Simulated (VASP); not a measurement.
# BAs (P6_3/mmc) in VASP: notebook, part 2 of 2

VASP 6.6.1.

## (4) Single point, PBE

This run uses another cell than the first one, of 21.45 Å³/atom, 1.064 times its volume.

File INCAR:

```
SYSTEM = BAs
PREC = Accurate
ENCUT = 520
EDIFF = 1E-6
ISMEAR = 0
SIGMA = 0.01
LREAL = .False.
LASPH = .True.
NELM = 100
ALGO = Normal
ISIF = 2
LWAVE = .False.
LCHARG = .False.
GGA = PE
NBANDS = 16
```

File KPOINTS:

```
Automatic mesh
0
Gamma
  12 12 4
  0 0 0
```

File POSCAR:

```
BAs
1.0
    3.3658576842      0.0000000000      0.0000000000
   -1.6829288421      2.9149182600      0.0000000000
    0.0000000000      0.0000000000      8.7445888832
B As
2 2
Direct
    0.3333333333      0.6666666667      0.2500000000
    0.6666666667      0.3333333333      0.7500000000
    0.6666666667      0.3333333333      0.2500000000
    0.3333333333      0.6666666667      0.7500000000
```

Potentials or basis: VASP PAW PBE potentials, release 64 (B, As).

The run is started by

```bash
$ cat potpaw_PBE.64/B/POTCAR potpaw_PBE.64/As/POTCAR > POTCAR
$ mpirun -np 1 vasp_std > vasp.out
```

OUTCAR:

```text
SYSTEM = BAs
   PREC = Accurate
   ENCUT = 520
   EDIFF = 1E-6
   ISMEAR = 0
   LREAL = .False.
   LASPH = .True.
   NELM = 100
   ISIF = 2
   GGA = PE

 ion  position               nearest neighbor table
   1  0.333  0.667  0.250-   3 1.94   3 1.94   3 1.94
   2  0.667  0.333  0.750-   4 1.94   4 1.94   4 1.94
   3  0.667  0.333  0.250-   1 1.94   1 1.94   1 1.94
   4  0.333  0.667  0.750-   2 1.94   2 1.94   2 1.94

  LATTYP: Found a hexagonal cell.
 ALAT       =     3.3658576842
 C/A-ratio  =     2.5980269232

  Lattice vectors:

 A1 = (   3.3658576842,   0.0000000000,   0.0000000000)
 A2 = (  -1.6829288421,   2.9149182600,   0.0000000000)
 A3 = (   0.0000000000,   0.0000000000,   8.7445888832)

Analysis of symmetry for initial positions (statically):
[... 10 lines left out ...]

The static configuration has the point symmetry D_3d.
 The point group associated with its full space group is D_6h.

Analysis of symmetry for dynamics (positions and initial velocities):
[... 10 lines left out ...]

The dynamic configuration has the point symmetry D_3d.
 The point group associated with its full space group is D_6h.

 Subroutine INISYM returns: Found 24 space group operations
[... 5 lines left out ...]
                                     Primitive cell
[... 140 lines left out ...]
  free energy    TOTEN  =       -21.26224736 eV

  energy without entropy =      -21.26224736  energy(sigma->0) =      -21.26224736

 E-fermi :   1.9625     XC(G=0):  -8.1575

 val. band max:        1.8625649086   @ k =   0.3333   0.3333   0.5000
 cond. band min:       2.5810755822   @ k =   0.3333   0.3333   0.5000
 fundamental gap:      0.7185106736
 Fermi energy:         1.9625301492

 k-point     1 :       0.0000    0.0000    0.0000
  band No.  band energies     occupation
      1     -12.0717      2.00000
      2     -11.9679      2.00000
      3      -2.6586      2.00000
      4      -1.5050      2.00000
      5       0.3495      2.00000
      6       0.3495      2.00000
[... 433 lines left out ...]
      3      -4.7143      2.00000
      4      -4.6651      2.00000
      5      -1.3556      2.00000
      6      -1.3253      2.00000
[... 8 lines left out ...]
     15      10.9251      0.00000
     16      11.5119      0.00000

 [... further k-points ...]
[... 5 lines left out ...]
  --------------------------------------------------------------------------------------
  -------------------------------------------------------------------------------------
  Total        1.4721060      1.4721060      0.3526065      0.0000000     -0.0000000     -0.0000000
  in kB       27.4908482     27.4908482      6.5847509      0.0000000     -0.0000000     -0.0000000
  external PRESSURE =      20.5221491 kB  Pullay stress =       0.0000000 kB

 VOLUME and BASIS-vectors are now :
 -----------------------------------------------------------------------------
  energy-cutoff  :      520.00
  volume of cell :       85.79
      direct lattice vectors                 reciprocal lattice vectors
     3.365857684  0.000000000  0.000000000     0.297101094  0.171531397  0.000000000
    -1.682928842  2.914918260  0.000000000     0.000000000  0.343062793  0.000000000
     0.000000000  0.000000000  8.744588883     0.000000000  0.000000000  0.114356434

 POSITION                                       TOTAL-FORCE (eV/Angst)
 -----------------------------------------------------------------------------------
     -0.00000      1.94328      2.18615         0.000000     -0.000000      0.000000
      1.68293      0.97164      6.55844        -0.000000     -0.000000      0.000000
      1.68293      0.97164      2.18615         0.000000     -0.000000      0.000000
     -0.00000      1.94328      6.55844        -0.000000      0.000000      0.000000
 -----------------------------------------------------------------------------------
    total drift:                                0.000000     -0.000000      0.000000

  FREE ENERGIE OF THE ION-ELECTRON SYSTEM (eV)
  ---------------------------------------------------
  free  energy   TOTEN  =       -21.2622473631 eV

  energy  without entropy=      -21.2622473631  energy(sigma->0) =      -21.26224736
```

OSZICAR:

```text
N       E                     dE             d eps       ncg     rms          rms(c)
DAV:   1     0.518396104847E+02    0.51840E+02   -0.60983E+03  1824   0.814E+02
DAV:   2    -0.189379382958E+02   -0.70778E+02   -0.64371E+02  2536   0.143E+02
DAV:   3    -0.226355736953E+02   -0.36976E+01   -0.36732E+01  2456   0.349E+01
DAV:   4    -0.226723464906E+02   -0.36773E-01   -0.36741E-01  2216   0.387E+00
DAV:   5    -0.226729317177E+02   -0.58523E-03   -0.58515E-03  2520   0.459E-01    0.712E+00
DAV:   6    -0.214099638699E+02    0.12630E+01   -0.17989E+00  2272   0.772E+00    0.352E+00
DAV:   7    -0.212929688032E+02    0.11700E+00   -0.32672E-01  2504   0.293E+00    0.162E+00
DAV:   8    -0.212593705384E+02    0.33598E-01   -0.85437E-02  2336   0.142E+00    0.297E-01
DAV:   9    -0.212608996227E+02   -0.15291E-02   -0.30855E-03  2288   0.307E-01    0.160E-01
DAV:  10    -0.212621395257E+02   -0.12399E-02   -0.14281E-03  1936   0.195E-01    0.522E-02
DAV:  11    -0.212622181800E+02   -0.78654E-04   -0.74318E-05  2456   0.511E-02    0.352E-02
DAV:  12    -0.212622470308E+02   -0.28851E-04   -0.64451E-05  1968   0.419E-02    0.739E-03
DAV:  13    -0.212622473631E+02   -0.33229E-06   -0.39419E-06  2512   0.127E-02
   1 F= -.21262247E+02 E0= -.21262247E+02  d E =-.156243E-47
```

Wall time 43 s (1 thread of AMD EPYC 9R45 (Zen 5), shared host); peak memory 0.22 GiB.

Results:

```
Free energy            : -21.2622 eV
Pressure               : 2.1 GPa
Band gap on the k mesh : 0.72 eV, direct
```

Stress tensor (GPa, compression positive):
```
2.75 0.00 0.00
0.00 2.75 0.00
0.00 0.00 0.66
```

Levels at points of the mesh, in eV from the valence-band top:
| k point | band 4 | band 5 | band 6 | band 7 | band 8 | band 9 | band 10 | band 11 | band 12 | band 13 |
| --- | --- | --- | --- | --- | --- | --- | --- | --- | --- | --- |
| (0.00, 0.00, 0.00) | -3.37 | -1.51 | -1.51 | -1.48 | -1.48 | 3.33 | 3.88 | 4.09 | 4.85 | 4.85 |
| (0.50, 0.00, 0.00) | -8.23 | -3.61 | -3.57 | -1.49 | -0.59 | 0.94 | 2.04 | 2.48 | 2.66 | 7.05 |
| (0.00, 0.00, 0.50) | -4.01 | -1.50 | -1.50 | -1.50 | -1.50 | 3.95 | 3.95 | 4.89 | 4.89 | 4.89 |
| (0.50, 0.00, 0.50) | -8.26 | -3.59 | -3.59 | -1.07 | -1.07 | 1.41 | 1.41 | 2.57 | 2.57 | 8.00 |

Caveat: this functional lacks dispersion, which binds the layers, so the pressure and a relaxed spacing across them are unreliable.

## (5) Summary

```tsv
level	cell	k mesh	gap on the mesh (eV)	pressure (GPa)
r2SCAN	a = 3.297, b = 3.297, c = 8.566 Å, angles 90.0, 90.0, 120.0°, 4 atoms	9 × 9 × 4	0.90	6.4
r2SCAN	a = 3.332, b = 3.332, c = 8.656 Å, angles 90.0, 90.0, 120.0°, 4 atoms	9 × 9 × 4	0.93	3.1
PBE	a = 3.366, b = 3.366, c = 8.745 Å, angles 90.0, 90.0, 120.0°, 4 atoms	12 × 12 × 4	0.72	2.1
```

Alike in all rows: task single point; potentials or basis VASP PAW PBE potentials, release 64 (B, As); no spin polarisation; cutoff (eV) 520; smearing gaussian 0.01 eV.

Caveats: the PAW data sets were made with another functional, which shifts forces and pressure a little (some runs); this functional lacks dispersion, which binds the layers, so the pressure and a relaxed spacing across them are unreliable (some runs).

Total energies depend on the potentials used, so only differences within one code and one set of settings carry meaning.
